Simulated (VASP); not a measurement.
# SnTe (F-43m) in VASP: a series of runs

Runs on SnTe. Level: PBEsol+D3(BJ). Tasks: single point, relaxation of cell and atoms.

All numbers are computed with VASP 6.6.1; they aren't measurements. Logs are shortened: lines on timing, memory, paths and dates and some standing lists are left out, and cuts for length are marked.

## Step 1: The cell of the first run

Symmetry: F-43m, No. 216, cubic system. Conventional cell: a = 7.051 Å, b = 7.051 Å, c = 7.051 Å, α = 90.00°, β = 90.00°, γ = 90.00°. Within 4.0 Å of Sn (site symmetry -43m) lie 4 Te at 3.05 Å. Within 4.0 Å of Te (site symmetry -43m) lie 4 Sn at 3.05 Å.

## Step 2: Single point, PBEsol+D3(BJ)

File INCAR:

```
ALGO = Normal
EDIFF = 1E-6
ENCUT = 500
GGA = PS
GGA_COMPAT = F
ISIF = 2
ISMEAR = 0
IVDW = 12
LASPH = T
LCHARG = F
LREAL = F
LWAVE = F
NBANDS = 17
NELM = 120
PREC = Accurate
SIGMA = 0.01
```

File KPOINTS:

```
k-points
0
Gamma
  6 6 6
```

File POSCAR:

```
SnTe
1.0
    0.0000000000      3.5253975180      3.5253975180
    3.5253975180      0.0000000000      3.5253975180
    3.5253975180      3.5253975180      0.0000000000
Sn Te
1 1
Direct
    0.0000000000      0.0000000000      0.0000000000
    0.2500000000      0.2500000000      0.2500000000
```

Potentials or basis: VASP PAW PBE potentials, release 64 (Sn_d, Te).

The run is started by

```bash
$ cat potpaw_PBE.64/Sn_d/POTCAR potpaw_PBE.64/Te/POTCAR > POTCAR
$ mpirun -np 1 vasp_std > vasp.out
```

OUTCAR:

```text
EDIFF = 1E-6
   ENCUT = 500
   GGA = PS
   ISIF = 2
   ISMEAR = 0
   IVDW = 12
   LASPH = T
   LREAL = F
   NELM = 120
   PREC = Accurate
 IVDW          = 12

 ion  position               nearest neighbor table
   1  0.000  0.000  0.000-   2 3.05   2 3.05   2 3.05   2 3.05
   2  0.250  0.250  0.250-   1 3.05   1 3.05   1 3.05   1 3.05

  LATTYP: Found a face centered cubic cell.
 ALAT       =     7.0507950360

  Lattice vectors:

 A1 = (   0.0000000000,   3.5253975180,   3.5253975180)
 A2 = (   3.5253975180,   0.0000000000,   3.5253975180)
 A3 = (   3.5253975180,   3.5253975180,   0.0000000000)

Analysis of symmetry for initial positions (statically):
=====================================================================
 Subroutine PRICEL returns:
 Original cell was already a primitive cell.

 Routine SETGRP: Setting up the symmetry group for a
 face centered cubic supercell.

 Subroutine GETGRP returns: Found 24 space group operations
 (whereof 24 operations were pure point group operations)
 out of a pool of 48 trial point group operations.

The static configuration has the point symmetry T_d .

Analysis of symmetry for dynamics (positions and initial velocities):
=====================================================================
 Subroutine PRICEL returns:
 Original cell was already a primitive cell.

 Routine SETGRP: Setting up the symmetry group for a
 face centered cubic supercell.

 Subroutine GETGRP returns: Found 24 space group operations
 (whereof 24 operations were pure point group operations)
 out of a pool of 48 trial point group operations.

The dynamic configuration has the point symmetry T_d .

 Subroutine INISYM returns: Found 24 space group operations
 (whereof 24 operations are pure point group operations),
 and found     1 'primitive' translations

----------------------------------------------------------------------------------------

                                     Primitive cell

  volume of cell :      87.6303

  direct lattice vectors                    reciprocal lattice vectors
     0.000000000  3.525397518  3.525397518    -0.141827978  0.141827978  0.141827978
     3.525397518  0.000000000  3.525397518     0.141827978 -0.141827978  0.141827978
     3.525397518  3.525397518  0.000000000     0.141827978  0.141827978 -0.141827978

  length of vectors
     4.985664983  4.985664983  4.985664983     0.245653263  0.245653263  0.245653263

[... 68 lines left out ...]
   LASPH  =      T    aspherical Exc in radial PAW
   ENCUT  =  500.0 eV  36.75 Ry    6.06 a.u.   9.09  9.09  9.09*2*pi/ulx,y,z
   NELM   =    120;   NELMIN=  2; NELMDL= -5     # of ELM steps
   EDIFF  = 0.1E-05   stopping-criterion for ELM
   LREAL  =      F    real-space projection
   EDIFFG = 0.1E-04   stopping-criterion for IOM
   NSW    =      0    number of steps for IOM
   IBRION =     -1    ionic relax: 0-MD 1-quasi-New 2-CG
   NFREE  =      0    steps in history (QN), initial steepest desc. (CG)
   ISIF   =      2    stress and relaxation
   ISYM   =      2    0-nonsym 1-usesym 2-fastsym
   POTIM  = 0.5000    time-step for ionic-motion
   TEBEG  =    0.0;   TEEND  =   0.0 temperature during run
   PSTRESS=    0.0 pullay stress
   NELECT =      20.0000    total number of electrons
   NUPDOWN=      -1.0000    fix difference up-down
   EMIN   =  10.00;   EMAX   =-10.00  energy-range for DOS
   EFERMI =   0.00;   METHOD = LEGACY
   ISMEAR =     0;   SIGMA  =   0.01  broadening in eV -4-tet -1-fermi 0-gaus
   EFERMI_NEDOS =   21; number of points for ismear=-14 and -15
   IALGO  =     38    algorithm
   IMIX   =      4    mixing-type and parameters
     AMIX     =   0.40;   BMIX     =  1.00
     AMIX_MAG =   1.60;   BMIX_MAG =  1.00
  volume/ion in A,a.u.               =      43.82       295.68
  Fermi-wavevector in a.u.,A,eV,Ry     =   1.000461  1.890597 13.618368  1.000922
  Thomas-Fermi vector in A             =   2.132819
   LORBIT       =      0    0 simple, 1 ext, 2 COOP (PROOUT), +10 PAW based schemes
   GGA     = PS    functional components
   LHFCALC =     F    Hartree Fock is set to
   AEXX    =    0.0000 exact exchange contribution
   IVDW    =    12    specifies the selected vdW correction
   LEPSILON=     F    determine dielectric tensor
   LRPA    =     F    only Hartree local field effects (RPA)
 non-spin polarized calculation
 Gauss-broadening in eV      SIGMA  =   0.01
  energy-cutoff  :      500.00
  volume of cell :       87.63
 maximum number of plane-waves:      2252
   NGX = 19   NGY = 19   NGZ = 19

 number of electron      20.0000011 magnetization

 Free energy of the ion-electron system (eV)
  ---------------------------------------------------
  ext. energy  EPLUGINS =         0.00000000
  ---------------------------------------------------
  free energy    TOTEN  =        -7.62112103 eV

  energy without entropy =       -7.62111491  energy(sigma->0) =       -7.62111797

 E-fermi :   3.5876     XC(G=0):  -7.9245

 val. band max:        3.5662584641   @ k =  -0.3333   0.5000   0.1667
 cond. band min:       3.6058273963   @ k =   0.5000   0.5000   0.0000
 fundamental gap:      0.0395689322
 Fermi energy:         3.5876258970

 k-point     1 :       0.0000    0.0000    0.0000
  band No.  band energies     occupation
      1     -18.0296      2.00000
      2     -18.0296      2.00000
      3     -18.0296      2.00000
      4     -18.0153      2.00000
      5     -18.0153      2.00000
      6      -8.2543      2.00000
[... 297 lines left out ...]
      4     -18.0160      2.00000
      5     -18.0145      2.00000
      6      -7.3507      2.00000
[... 9 lines left out ...]
     16      11.6375      0.00000
     17      11.6657      0.00000

------------------------ aborting loop because EDIFF is reached ----------------------------------------

 Edisp (eV)   -0.60062

 E8    (eV) :    -0.4179

  FORCE on cell =-STRESS in cart. coord.  units (eV):
  Direction    XX          YY          ZZ          XY          YZ          ZX
  --------------------------------------------------------------------------------------
  -------------------------------------------------------------------------------------
  Total      -0.01950    -0.01950    -0.01950     0.00000    -0.00000    -0.00000
  in kB      -0.35654    -0.35654    -0.35654     0.00000    -0.00000    -0.00000
  external pressure =       -0.36 kB  Pullay stress =        0.00 kB

 VOLUME and BASIS-vectors are now :
 -----------------------------------------------------------------------------
  energy-cutoff  :      500.00
  volume of cell :       87.63
      direct lattice vectors                 reciprocal lattice vectors
     0.000000000  3.525397518  3.525397518    -0.141827978  0.141827978  0.141827978
     3.525397518  0.000000000  3.525397518     0.141827978 -0.141827978  0.141827978
     3.525397518  3.525397518  0.000000000     0.141827978  0.141827978 -0.141827978

 POSITION                                       TOTAL-FORCE (eV/Angst)
 -----------------------------------------------------------------------------------
      0.00000      0.00000      0.00000         0.000000     -0.000000     -0.000000
      1.76270      1.76270      1.76270        -0.000000      0.000000      0.000000
 -----------------------------------------------------------------------------------
    total drift:                               -0.000000     -0.000000     -0.000000

  FREE ENERGIE OF THE ION-ELECTRON SYSTEM (eV)
  ---------------------------------------------------
  free  energy   TOTEN  =        -8.2217403640 eV

  energy  without entropy=       -8.2217342503  energy(sigma->0) =       -8.22173731
```

OSZICAR:

```text
N       E                     dE             d eps       ncg     rms          rms(c)
DAV:   1     0.123615391499E+03    0.12362E+03   -0.90637E+03   552   0.117E+03
DAV:   2     0.449724775269E+01   -0.11912E+03   -0.11613E+03   568   0.302E+02
DAV:   3    -0.736688561946E+01   -0.11864E+02   -0.11777E+02   677   0.905E+01
DAV:   4    -0.773055356721E+01   -0.36367E+00   -0.36347E+00   629   0.166E+01
DAV:   5    -0.774668092358E+01   -0.16127E-01   -0.16127E-01   773   0.331E+00    0.538E+00
DAV:   6    -0.762840348284E+01    0.11828E+00   -0.27415E-01   708   0.281E+00    0.348E+00
DAV:   7    -0.762113841839E+01    0.72651E-02   -0.79523E-02   589   0.111E+00    0.106E+00
DAV:   8    -0.762109789671E+01    0.40522E-04   -0.17070E-02   657   0.793E-01    0.274E-01
DAV:   9    -0.762088649821E+01    0.21140E-03   -0.60827E-03   673   0.452E-01    0.904E-02
DAV:  10    -0.762101528344E+01   -0.12879E-03   -0.12552E-03   650   0.229E-01    0.598E-02
DAV:  11    -0.762113054063E+01   -0.11526E-03   -0.23945E-04   570   0.721E-02    0.513E-02
DAV:  12    -0.762111974141E+01    0.10799E-04   -0.72377E-05   596   0.488E-02    0.530E-03
DAV:  13    -0.762112099378E+01   -0.12524E-05   -0.69857E-06   580   0.146E-02    0.939E-03
DAV:  14    -0.762112102631E+01   -0.32524E-07   -0.15477E-07   412   0.283E-03
   1 F= -.82217404E+01 E0= -.82217373E+01  d E =-.611365E-05
```

Run time: 8.8 s. Hardware: 1 thread of Intel Xeon 6975P-C (Granite Rapids), shared host; peak memory 0.21 GiB.

What came out:

* Free energy: -8.2217 eV
* Pressure: 0.0 GPa
* Band gap on the k mesh: 0.04 eV (least direct gap 0.67 eV)
* Dispersion energy per atom: -0.300 eV

Levels at points of the mesh, in eV from the valence-band top:
```
           k point  band 6  band 7  band 8  band 9  band 10  band 11  band 12  band 13  band 14  band 15
(0.00, 0.00, 0.00)  -11.82   -4.90   -1.98   -1.98    -1.98     1.05     1.05     1.05     4.07     6.53
(0.50, 0.00, 0.00)  -11.18   -7.11   -2.57   -2.57    -2.05     1.89     1.89     3.77     5.63     6.52
(0.50, 0.50, 0.00)  -10.92   -7.51   -3.31   -3.31    -0.63     0.04     4.26     4.26     5.55     6.69
```

Caveat: semilocal functionals underestimate gaps, and a narrow one can read as zero; the PAW data sets were made with another functional, which shifts forces and pressure a little; spin-orbit coupling is left out, which moves the levels of the heavy elements. A k mesh can miss the band edges.

## Step 3: Relaxation of cell and atoms, PBEsol+D3(BJ)

This run uses another cell than the first one, of 47.09 Å³/atom.

File INCAR:

```
SYSTEM = SnTe
PREC = Accurate ; ENCUT = 500
EDIFF = 1E-7 ; ISMEAR = 0
SIGMA = 0.01 ; LREAL = .False.
LASPH = .True. ; NELM = 120
ALGO = Normal ; ISIF = 3
LWAVE = .False. ; LCHARG = .False.
GGA = PS ; IVDW = 12
IBRION = 2 ; NSW = 80
EDIFFG = -0.01 ; GGA_COMPAT = .False.
NELMIN = 4
```

File KPOINTS:

```
Automatic mesh
0
Gamma
  6 6 6
  0 0 0
```

File POSCAR:

```
SnTe
1.0
    0.0000000000      3.6111460000      3.6111460000
    3.6111460000      0.0000000000      3.6111460000
    3.6111460000      3.6111460000      0.0000000000
Sn Te
1 1
Direct
    0.0000000000      0.0000000000      0.0000000000
    0.2500000000      0.2500000000      0.2500000000
```

Potentials or basis: VASP PAW PBE potentials, release 64 (Sn_d, Te).

The run is started by

```bash
$ cat potpaw_PBE.64/Sn_d/POTCAR potpaw_PBE.64/Te/POTCAR > POTCAR
$ mpirun -np 1 vasp_std > vasp.out
```

It took 35 s on 1 thread of Intel Xeon 6975P-C (Granite Rapids), shared host; peak memory 0.26 GiB.

It converged, with:

| Property | Result |
| --- | --- |
| Free energy | -8.2226 eV |
| Relaxed volume | 43.78 Å³/atom |
| Relaxed cell | a = 4.984 Å, b = 4.984 Å, c = 4.984 Å, α = 60.00°, β = 60.00°, γ = 60.00° |
| Space group after relaxing (to 0.1 Å) | F-43m (No. 216) |
| Energy gained by relaxing | 25.6 meV/atom |
| Ionic steps | 4 |
| Pressure after relaxing | 0.0 GPa |
| Band gap on the k mesh | 0.04 eV (least direct gap 0.67 eV) |
| Dispersion energy per atom | -0.300 eV |

Step by step:
```
step  energy change (eV)  largest force (eV/Å)  pressure (GPa)  volume (Å³)
   1              0.0000                0.0000           -2.24        94.18
   2             -0.0469                0.0000            0.68        85.48
   3             -0.0512                0.0000            0.12        87.24
   4             -0.0513                0.0000           -0.01        87.55
```

Final structure:
```
CELL_PARAMETERS angstrom
0.00000 3.52433 3.52433
3.52433 0.00000 3.52433
3.52433 3.52433 0.00000
ATOMIC_POSITIONS crystal
Sn 0.00000 0.00000 0.00000
Te 0.25000 0.25000 0.25000
```

Levels at points of the mesh, in eV from the valence-band top:
```csv
k point,band 6,band 7,band 8,band 9,band 10,band 11,band 12,band 13,band 14
"(0.00, 0.00, 0.00)",-11.83,-4.90,-1.99,-1.99,-1.99,1.04,1.04,1.04,4.07
"(0.50, 0.00, 0.00)",-11.19,-7.11,-2.58,-2.58,-2.05,1.89,1.89,3.77,5.62
"(0.50, 0.50, 0.00)",-10.92,-7.51,-3.31,-3.31,-0.63,0.04,4.26,4.26,5.55
```

Caveat: semilocal functionals underestimate gaps, and a narrow one can read as zero; the PAW data sets were made with another functional, which shifts forces and pressure a little; spin-orbit coupling is left out, which moves the levels of the heavy elements. A k mesh can miss the band edges.
